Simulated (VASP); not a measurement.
The system is KBr.

```
Br K
1.0
     0.00000    3.30000    3.30000
     3.30000    0.00000    3.30000
     3.30000    3.30000    0.00000
Br K
1 1
Direct
  0.50000 0.50000 0.50000
  0.00000 0.00000 0.00000
```

Base run:

```yaml
Program: VASP 6.6.1
Functional: PBEsol
Potentials_or_basis: VASP PAW PBE potentials, release 64 (Br, K_sv)
Cutoff: 520 eV
k_mesh: 7 × 7 × 7
Occupations: fermi-dirac, width 0.05 eV
Spin: non-collinear spin, zero start, spin-orbit coupling
Starting_moments: "[[0.0, 0.0, 0.0], [0.0, 0.0, 0.0]] μB"
```

Its results: pressure -0.3 GPa; net moment 0.00 μB per cell.

Question: The run is repeated on the same cell with these changes: functional from PBEsol to PBE0; k mesh from 7 × 7 × 7 to 3 × 3 × 3. What comes out?

Answer: Pressure 0.4 GPa; net moment 0.00 μB per cell.

Several settings changed at once.

Caveats: some runs use coarse meshes; the PAW data sets were made with another functional, which shifts forces and pressure a little.
